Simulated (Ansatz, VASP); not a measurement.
**Two plane-wave programs on Nb**

INCAR

```
SYSTEM = Nb
PREC = Accurate ; ENCUT = 520
EDIFF = 1E-6 ; ISMEAR = 0
SIGMA = 0.15 ; LREAL = .False.
LASPH = .True. ; NELM = 80
ALGO = Fast ; ISIF = 2
LWAVE = .False. ; LCHARG = .False.
GGA = PS ; NBANDS = 12
```

Contents of KPOINTS:

```
regular mesh
0
Gamma
  20 20 20
  0 0 0
```

The input POSCAR:

```
Nb
1.0
   -1.6639500000      1.6639500000      1.6140315000
    1.6639500000     -1.6639500000      1.6140315000
    1.6639500000      1.6639500000     -1.6140315000
Nb
1
Direct
    0.0000000000      0.0000000000      0.0000000000
```

Input for Ansatz:

```yaml
crystal:
  lattice:
    - [-1.66395, 1.66395, 1.6140315]
    - [1.66395, -1.66395, 1.6140315]
    - [1.66395, 1.66395, -1.6140315]
  atoms:
    - { symbol: Nb, position: [0.0, 0.0, 0.0] }
basis:
  ecutwfc: 420
kpoints:
  mp_grid: { grid: [20, 20, 20] }
hamiltonian:
  xc: pbesol
scf:
  occupations: { method: gaussian, width: 0.15 }
output:
  forces: true
  stress: true
  eigenvalues: true
```

Change from the starting cell: strain +0.000 along x and y, -0.030 along z, atoms carried along.

Alike in both runs: task single point; functional PBEsol; k mesh 20 × 20 × 20; occupations gaussian, width 0.15 eV; no spin polarisation.

|  | VASP | Ansatz |
| --- | --- | --- |
| version | VASP 6.6.1 | Ansatz 0.2.0 |
| potentials or method | VASP PAW PBE potentials, release 64 (Nb_sv), cutoff 520 eV | scalar-relativistic, plane waves, PAW |
| valence electrons in the cell | 13 | 13 |

```csv
,VASP,Ansatz,Ansatz less VASP
gap on the k mesh at the Fermi level (eV),none,none,-
pressure (GPa),-3.9,-3.6,+0.33
"traceless stress, the component that is largest in VASP (GPa)",2.17,2.18,+0.004
```

VASP's potentials were made for PBE, not for PBEsol. A gap of «none» marks a metal or a gap that the smearing closes.
